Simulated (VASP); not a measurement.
# AlNi (Cm) in VASP: notebook

The runs below take AlNi through single point, with PBEsol.

All numbers are computed with VASP 6.6.1; they aren't measurements. Logs are shortened: lines on timing, memory, paths and dates and some standing lists are left out, and cuts for length are marked.

### Step 1. The cell of the first run

The structure is monoclinic, space group Cm (No. 8). Conventional cell: a = 4.047 Å, b = 4.047 Å, c = 11.829 Å, α = 90.00°, β = 94.91°, γ = 90.00°. Al (site symmetry m) has 4 Ni at 2.48 Å and 5 Al at 2.86 Å within 3.3 Å. Al (site symmetry m) has 8 Ni at 2.48 Å and 6 Al at 2.86 Å within 3.3 Å. Within 3.3 Å of Al (site symmetry m) lie 8 Ni at 2.48 Å and 5 Al at 2.86 Å. Within 3.3 Å of Ni (site symmetry m) lie 4 Al at 2.48 Å and 5 Ni at 2.86 Å. Within 3.3 Å of Ni (site symmetry m) lie 8 Al at 2.48 Å and 5 Ni at 2.86 Å. Ni (site symmetry m) has 8 Al at 2.48 Å and 6 Ni at 2.86 Å within 3.3 Å.

### Step 2. Single point, PBEsol (the part above a cut slid along it)

Input file INCAR:

```
SYSTEM = AlNi
PREC = Accurate
ENCUT = 520
EDIFF = 1E-6
ISMEAR = 0
SIGMA = 0.15
LREAL = .FALSE.
LASPH = .TRUE.
NELM = 80
ALGO = Fast
ISIF = 2
LWAVE = .FALSE.
LCHARG = .TRUE.
GGA = PS
LELF = .TRUE.
LVHAR = .TRUE.
NBANDS = 28
```

Input file KPOINTS:

```
Automatic mesh
0
G
  15 15 5
  0 0 0
```

Input file POSCAR:

```
AlNi
1.0
    0.0000000000     -2.8618233747      0.0000000000
    0.0000000000      0.0000000000     -2.8618233747
   11.7854701242     -0.7154558437     -0.7154558437
Al Ni
3 3
Direct
    0.9848233495     -0.0151766505      0.0607066020
    0.9241167476     -0.0758832524      0.3035330098
    0.8634101456     -0.1365898544      0.5463594176
    0.3330568446      0.3330568446      0.6677726215
    0.4544700485      0.4544700485      0.1821198059
    0.3937634466      0.3937634466      0.4249462137
```

Potentials or basis: VASP PAW PBE potentials, release 64 (Al, Ni).

The run is started by

```
$ cat potpaw_PBE.64/Al/POTCAR potpaw_PBE.64/Ni/POTCAR > POTCAR
$ mpirun -np 1 vasp_std > vasp.out
```

OUTCAR:

```text
SYSTEM = AlNi
   PREC = Accurate
   ENCUT = 520
   EDIFF = 1E-6
   ISMEAR = 0
   LREAL = .FALSE.
   LASPH = .TRUE.
   NELM = 80
   ISIF = 2
   GGA = PS

 ion  position               nearest neighbor table
   1  0.985  0.985  0.061-   5 2.48   5 2.48   5 2.48   5 2.48   2 2.86
   2  0.924  0.924  0.304-   5 2.48   6 2.48   5 2.48   5 2.48   6 2.48   6 2.48   6 2.48   5 2.48
                             1 2.86   3 2.86
   3  0.863  0.863  0.546-   4 2.48   6 2.48   4 2.48   4 2.48   6 2.48   6 2.48   4 2.48   6 2.48
                             2 2.86
   4  0.333  0.333  0.668-   3 2.48   3 2.48   3 2.48   3 2.48   6 2.86
   5  0.454  0.454  0.182-   2 2.48   1 2.48   1 2.48   2 2.48   2 2.48   1 2.48   1 2.48   2 2.48
                             6 2.86
   6  0.394  0.394  0.425-   2 2.48   3 2.48   2 2.48   2 2.48   3 2.48   3 2.48   2 2.48   3 2.48
                             5 2.86   4 2.86

  LATTYP: Found a base centered monoclinic cell.
 ALAT       =     4.0472294296
 B/A-ratio  =     1.0000000000
 C/A-ratio  =     2.9226964977
 COS(beta)  =    -0.0855374481

  Lattice vectors:

 A1 = (   0.0000000000,   2.8618233747,   0.0000000000)
 A2 = (   0.0000000000,   0.0000000000,   2.8618233747)
 A3 = (  11.7854701242,  -0.7154558437,  -0.7154558437)

Analysis of symmetry for initial positions (statically):
=====================================================================
 Subroutine PRICEL returns:
 Original cell was already a primitive cell.

 Routine SETGRP: Setting up the symmetry group for a
 base centered monoclinic supercell.

 Subroutine GETGRP returns: Found  2 space group operations
 (whereof  2 operations were pure point group operations)
 out of a pool of  4 trial point group operations.

The static configuration has the point symmetry C_1h.

Analysis of symmetry for dynamics (positions and initial velocities):
=====================================================================
 Subroutine PRICEL returns:
 Original cell was already a primitive cell.

 Routine SETGRP: Setting up the symmetry group for a
 base centered monoclinic supercell.

 Subroutine GETGRP returns: Found  2 space group operations
 (whereof  2 operations were pure point group operations)
 out of a pool of  4 trial point group operations.

The dynamic configuration has the point symmetry C_1h.

 Subroutine INISYM returns: Found  2 space group operations
 (whereof  2 operations are pure point group operations),
 and found     1 'primitive' translations

----------------------------------------------------------------------------------------

                                     Primitive cell

  volume of cell :      96.5234

  direct lattice vectors                    reciprocal lattice vectors
     0.000000000 -2.861823375  0.000000000    -0.021212561 -0.349427574  0.000000000
     0.000000000  0.000000000 -2.861823375    -0.021212561  0.000000000 -0.349427574
    11.785470124 -0.715455844 -0.715455844     0.084850243  0.000000000  0.000000000

  length of vectors
     2.861823375  2.861823375 11.828823279     0.350070853  0.350070853  0.084850243

  position of ions in fractional coordinates (direct lattice)
     0.984823349  0.984823349  0.060706602
     0.924116748  0.924116748  0.303533010
     0.863410146  0.863410146  0.546359418
     0.333056845  0.333056845  0.667772621
     0.454470048  0.454470048  0.182119806
     0.393763447  0.393763447  0.424946214

  ion indices of the primitive-cell ions
   primitive index   ion index
                 1           1
                 2           2
                 3           3
                 4           4
                 5           5
                 6           6

----------------------------------------------------------------------------------------

 KPOINTS: Automatic mesh

Automatic generation of k-mesh.
 Grid dimensions read from file:
 generate k-points for:   15   15    5

 Generating k-lattice:

  Cartesian coordinates                     Fractional coordinates (reciprocal lattice)
    -0.001414171 -0.023295172  0.000000000     0.066666667  0.000000000  0.000000000
    -0.001414171  0.000000000 -0.023295172     0.000000000  0.066666667  0.000000000
     0.016970049  0.000000000  0.000000000     0.000000000  0.000000000  0.200000000

  Length of vectors
     0.023338057  0.023338057  0.016970049

  Shift w.r.t. Gamma in fractional coordinates (k-lattice)
     0.000000000  0.000000000  0.000000000

 Subroutine IBZKPT returns following result:
 ===========================================

 Found    304 irreducible k-points:

 Following reciprocal coordinates:
            Coordinates               Weight
  0.000000  0.000000  0.000000      1.000000
  0.066667  0.000000  0.000000      4.000000
  0.133333  0.000000  0.000000      4.000000
  0.200000  0.000000  0.000000      4.000000
  0.266667  0.000000  0.000000      4.000000
  0.333333  0.000000  0.000000      4.000000
[... 16 lines left out ...]
  0.133333  0.133333  0.000000      2.000000
  0.200000  0.133333  0.000000      4.000000
 [... further k-points ...]
   k-points           NKPTS =    304   k-points in BZ     NKDIM =    304   number of bands    NBANDS=     28
   number of dos      NEDOS =    301   number of ions     NIONS =      6
   total plane-waves  NPLWV =  51840
   dimension x,y,z NGX =    24 NGY =   24 NGZ =   90
   dimension x,y,z NGXF=    48 NGYF=   48 NGZF=  180
   ions per type =               3   3
   NGX,Y,Z   is equivalent  to a cutoff of  13.94, 13.94, 12.65 a.u.
   NGXF,Y,Z  is equivalent  to a cutoff of  27.88, 27.88, 25.30 a.u.
 SYSTEM =  AlNi
   PREC   = accura    normal or accurate (medium, high low for compatibility)
   ISTART =      0    job   : 0-new  1-cont  2-samecut
   ICHARG =      2    charge: 1-file 2-atom 10-const
   ISPIN  =      1    spin polarized calculation?
   LNONCOLLINEAR =      F non collinear calculations
   LSORBIT =      F    spin-orbit coupling
   LASPH  =      T    aspherical Exc in radial PAW
   ENCUT  =  520.0 eV  38.22 Ry    6.18 a.u.   5.32  5.32 21.99*2*pi/ulx,y,z
   NELM   =     80;   NELMIN=  2; NELMDL= -5     # of ELM steps
   EDIFF  = 0.1E-05   stopping-criterion for ELM
   LREAL  =      F    real-space projection
   EDIFFG = 0.1E-04   stopping-criterion for IOM
   NSW    =      0    number of steps for IOM
   IBRION =     -1    ionic relax: 0-MD 1-quasi-New 2-CG
   NFREE  =      0    steps in history (QN), initial steepest desc. (CG)
   ISIF   =      2    stress and relaxation
   ISYM   =      2    0-nonsym 1-usesym 2-fastsym
   POTIM  = 0.5000    time-step for ionic-motion
   TEBEG  =    0.0;   TEEND  =   0.0 temperature during run
   PSTRESS=    0.0 pullay stress
   NELECT =      39.0000    total number of electrons
   NUPDOWN=      -1.0000    fix difference up-down
   EMIN   =  10.00;   EMAX   =-10.00  energy-range for DOS
   EFERMI =   0.00;   METHOD = LEGACY
   ISMEAR =     0;   SIGMA  =   0.15  broadening in eV -4-tet -1-fermi 0-gaus
   EFERMI_NEDOS =   21; number of points for ismear=-14 and -15
   IALGO  =     68    algorithm
   IMIX   =      4    mixing-type and parameters
     AMIX     =   0.40;   BMIX     =  1.00
     AMIX_MAG =   1.60;   BMIX_MAG =  1.00
  volume/ion in A,a.u.               =      16.09       108.56
  Fermi-wavevector in a.u.,A,eV,Ry     =   1.210279  2.287096 19.929479  1.464775
  Thomas-Fermi vector in A             =   2.345831
   LORBIT       =      0    0 simple, 1 ext, 2 COOP (PROOUT), +10 PAW based schemes
   GGA     = PS    functional components
   LHFCALC =     F    Hartree Fock is set to
   AEXX    =    0.0000 exact exchange contribution
   IVDW    =     0    specifies the selected vdW correction
   LEPSILON=     F    determine dielectric tensor
   LRPA    =     F    only Hartree local field effects (RPA)
 non-spin polarized calculation
 RMM-DIIS sequential band-by-band and
 Gauss-broadening in eV      SIGMA  =   0.15
  energy-cutoff  :      520.00
  volume of cell :       96.52
 maximum number of plane-waves:      2630
 NGX is ok and might be reduce to    24
   NGX = 11   NGY = 11   NGZ = 43

 number of electron      39.0000010 magnetization

 Free energy of the ion-electron system (eV)
  ---------------------------------------------------
  ext. energy  EPLUGINS =         0.00000000
  ---------------------------------------------------
  free energy    TOTEN  =       -32.11494930 eV

  energy without entropy =      -32.07293084  energy(sigma->0) =      -32.09394007

 E-fermi :   6.3177     XC(G=0): -10.2809

 val. band max:        6.3175787401   @ k =   0.4000   0.0667  -0.0000
 cond. band min:       6.3228403694   @ k =   0.4667   0.1333   0.0000
 fundamental gap:      0.0052616294
 Fermi energy:         6.3177440872

 k-point     1 :       0.0000    0.0000    0.0000
  band No.  band energies     occupation
      1      -4.5305      2.00000
      2      -3.2065      2.00000
      3      -1.3376      2.00000
      4       0.9367      2.00000
      5       2.5346      2.00000
      6       3.0470      2.00000
[... 20 lines left out ...]
     27      14.5279      0.00000
     28      14.8285      0.00000

 k-point     2 :       0.0667    0.0000    0.0000
  band No.  band energies     occupation
      1      -4.4481      2.00000
      2      -3.1266      2.00000
      3      -1.2688      2.00000
      4       1.0077      2.00000
      5       2.5743      2.00000
      6       3.0499      2.00000
[... 20 lines left out ...]
     27      13.9369      0.00000
     28      14.9940      0.00000

 k-point     3 :       0.1333    0.0000    0.0000
  band No.  band energies     occupation
      1      -4.2020      2.00000
      2      -2.8886      2.00000
      3      -1.0652      2.00000
      4       1.2169      2.00000
      5       2.6858      2.00000
      6       3.0420      2.00000
[... 20 lines left out ...]
     27      14.2275      0.00000
     28      15.1548      0.00000

 k-point     4 :       0.2000    0.0000    0.0000
  band No.  band energies     occupation
      1      -3.7957      2.00000
      2      -2.4968      2.00000
      3      -0.7361      2.00000
      4       1.5508      2.00000
      5       2.8392      2.00000
      6       2.9683      2.00000
[... 578 lines left out ...]
     27      13.6354      0.00000
     28      15.3179      0.00000

 k-point    23 :       0.1333    0.1333    0.0000
  band No.  band energies     occupation
      1      -3.8770      2.00000
      2      -2.5753      2.00000
      3      -0.7979      2.00000
      4       1.4846      2.00000
      5       2.8234      2.00000
      6       3.0783      2.00000
[... 20 lines left out ...]
     27      12.3451      0.00000
     28      14.0104      0.00000

 k-point    24 :       0.2000    0.1333    0.0000
  band No.  band energies     occupation
      1      -3.4755      2.00000
      2      -2.1894      2.00000
      3      -0.4765      2.00000
      4       1.8012      2.00000
      5       2.9487      2.00000
      6       3.0584      2.00000
[... 20 lines left out ...]
     27      12.1799      0.00000
     28      13.7545      0.00000

 [... further k-points ...]
[... 5 lines left out ...]
  --------------------------------------------------------------------------------------
  -------------------------------------------------------------------------------------
  Total       -1.5640327     -3.2961634     -3.2961634     -0.0051283      0.0000467     -0.0051284
  in kB      -25.9611459    -54.7125241    -54.7125241     -0.0851244      0.0007743     -0.0851250
  external PRESSURE =     -45.1287313 kB  Pullay stress =       0.0000000 kB

 VOLUME and BASIS-vectors are now :
 -----------------------------------------------------------------------------
  energy-cutoff  :      520.00
  volume of cell :       96.52
      direct lattice vectors                 reciprocal lattice vectors
     0.000000000 -2.861823375  0.000000000    -0.021212561 -0.349427574  0.000000000
     0.000000000  0.000000000 -2.861823375    -0.021212561  0.000000000 -0.349427574
    11.785470124 -0.715455844 -0.715455844     0.084850243  0.000000000  0.000000000

 POSITION                                       TOTAL-FORCE (eV/Angst)
 -----------------------------------------------------------------------------------
      0.71546     -2.86182     -2.86182         0.107832     -0.000652     -0.000652
      3.57728     -2.86182     -2.86182         0.082280      0.000299      0.000299
      6.43910     -2.86182     -2.86182         1.008132     -0.000421     -0.000421
      7.87001     -1.43091     -1.43091        -0.604349      0.001874      0.001874
      2.14637     -1.43091     -1.43091        -0.395587     -0.000927     -0.000927
      5.00819     -1.43091     -1.43091        -0.198308     -0.000173     -0.000173
 -----------------------------------------------------------------------------------
    total drift:                                0.000502     -0.000365     -0.000365

  FREE ENERGIE OF THE ION-ELECTRON SYSTEM (eV)
  ---------------------------------------------------
  free  energy   TOTEN  =       -32.1149492952 eV

  energy  without entropy=      -32.0729308371  energy(sigma->0) =      -32.09394007
```

Run time: 7.2 min. Hardware: 1 thread of Intel Xeon 6975P-C (Granite Rapids), shared host; peak memory 0.73 GiB.

What came out:

| Property | Result |
| --- | --- |
| Free energy | -32.1149 eV |
| Pressure | -4.5 GPa |
| Largest force | 1.008 eV/Å |
| Band gap on the k mesh | zero (an odd number of electrons rules out a gap without spin polarisation) |

Forces on the atoms (eV/Å):
```
Al   0.108 -0.001 -0.001
Al   0.082  0.000  0.000
Al   1.008  0.000  0.000
Ni  -0.604  0.002  0.002
Ni  -0.396 -0.001 -0.001
Ni  -0.198  0.000  0.000
```

Caveat: the cell differs from its parent crystal (the part above a cut slid along it); the cell stands under tension; the PAW data sets were made with another functional, which shifts forces and pressure a little.

### Step 3. Single point, PBEsol

This run uses another cell than the first one, of 11.72 Å³/atom.

Input file INCAR:

```
SYSTEM = AlNi
PREC = Accurate ; ENCUT = 520
EDIFF = 1E-6 ; ISMEAR = 0
SIGMA = 0.15 ; LREAL = .FALSE.
LASPH = .TRUE. ; NELM = 80
ALGO = Fast ; ISIF = 2
LWAVE = .FALSE. ; LCHARG = .FALSE.
GGA = PS ; NBANDS = 28
```

KPOINTS is that of step 2.

Input file POSCAR:

```
AlNi
1.0
    0.0000000000     -2.8618233747      0.0000000000
    0.0000000000      0.0000000000     -2.8618233747
    8.5854701242     -0.7154558437     -0.7154558437
Al Ni
3 3
Direct
    0.9791666667     -0.0208333333      0.0833333333
    0.8958333333     -0.1041666667      0.4166666667
    0.8125000000     -0.1875000000      0.7500000000
    0.2708333333      0.2708333333      0.9166666667
    0.4375000000      0.4375000000      0.2500000000
    0.3541666667      0.3541666667      0.5833333333
```

Potentials or basis: VASP PAW PBE potentials, release 64 (Al, Ni).

The run is started by

```
$ cat potpaw_PBE.64/Al/POTCAR potpaw_PBE.64/Ni/POTCAR > POTCAR
$ mpirun -np 1 vasp_std > vasp.out
```

Run time: 19 min. Hardware: 1 thread of Intel Xeon 8259CL, shared host; peak memory 0.56 GiB.

It converged, with:

```
Free energy            : -31.8787 eV
Pressure               : 14.0 GPa
Largest force          : 11.162 eV/Å
Band gap on the k mesh : zero (an odd number of electrons rules out a gap without spin polarisation)
```

Forces in eV/Å, atoms in the order of the input:
```
Al   8.535  4.901  4.901
Al  -0.046  0.039  0.039
Al   0.164 -0.180 -0.180
Ni  -8.795 -4.859 -4.859
Ni   0.220  0.134  0.134
Ni  -0.077 -0.035 -0.035
```

Stress tensor (GPa, compression positive):
```
29.58 18.18 18.18
18.18  6.22  8.01
18.18  8.01  6.22
```

Levels at points of the mesh, in eV from the Fermi level:
```csv
k point,band 15,band 16,band 17,band 18,band 19,band 20,band 21,band 22,band 23,band 24
"(0.00, 0.00, 0.00)",-1.73,-1.58,-1.53,-1.50,-0.48,-0.10,5.53,5.90,6.06,6.84
```

Caveat: the stress differs along the axes, from 6 to 30 GPa; the PAW data sets were made with another functional, which shifts forces and pressure a little. Spin polarisation is off, so any magnetic state and its effect on volume and gap are missing.

### Step 4. Single point, PBEsol (the part above a cut slid along it)

Input file INCAR:

```
SYSTEM = AlNi
PREC = Accurate ; ENCUT = 520
EDIFF = 1E-6 ; ISMEAR = 0
SIGMA = 0.15 ; LREAL = .False.
LASPH = .True. ; NELM = 80
ALGO = Fast ; ISIF = 2
LWAVE = .False. ; LCHARG = .False.
GGA = PS ; NBANDS = 28
```

Input file KPOINTS:

```
Automatic mesh
0
Gamma
  15 15 5
  0 0 0
```

Input file POSCAR:

```
AlNi
1.0
    0.0000000000     -2.8618233747      0.0000000000
    0.0000000000      0.0000000000     -2.8618233747
    8.8854701242     -0.9539411249     -0.9539411249
Al Ni
3 3
Direct
    0.9731600829     -0.0268399171      0.0805197512
    0.8658004147     -0.1341995853      0.4025987560
    0.7584407464     -0.2415592536      0.7246777608
    0.2047609123      0.2047609123      0.8857172632
    0.4194802488      0.4194802488      0.2415592536
    0.3121205805      0.3121205805      0.5636382584
```

The run is started by

```
$ cat potpaw_PBE.64/Al/POTCAR potpaw_PBE.64/Ni/POTCAR > POTCAR
$ mpirun -np 1 vasp_std > vasp.out
```

Run time: 20 min. Hardware: 1 thread of Intel Xeon 8259CL, shared host; peak memory 0.58 GiB.

Results (log left out):

* Free energy: -32.4645 eV
* Pressure: 7.7 GPa
* Largest force: 7.502 eV/Å
* Band gap on the k mesh: zero (an odd number of electrons rules out a gap without spin polarisation)

Forces in eV/Å, atoms in the order of the input:
```
Al   6.162  2.265  2.265
Al  -0.023  0.028  0.028
Al   0.417 -0.139 -0.139
Ni  -6.822 -2.207 -2.207
Ni   0.378  0.081  0.081
Ni  -0.113 -0.028 -0.028
```

Stress tensor (GPa, compression positive):
```
25.21 10.26 10.26
10.26 -1.09  2.68
10.26  2.68 -1.09
```

Levels at points of the mesh, in eV from the Fermi level:
| k point | band 16 | band 17 | band 18 | band 19 | band 20 | band 21 | band 22 | band 23 |
| --- | --- | --- | --- | --- | --- | --- | --- | --- |
| (0.00, 0.00, 0.00) | -1.60 | -1.56 | -1.19 | -1.08 | -0.20 | 4.79 | 6.10 | 6.12 |

Caveat: the cell differs from its parent crystal (the part above a cut slid along it); the stress differs along the axes, from -1 to 25 GPa; the PAW data sets were made with another functional, which shifts forces and pressure a little. Spin polarisation is off, so any magnetic state and its effect on volume and gap are missing.

(Part 1 of 2 ends here.)
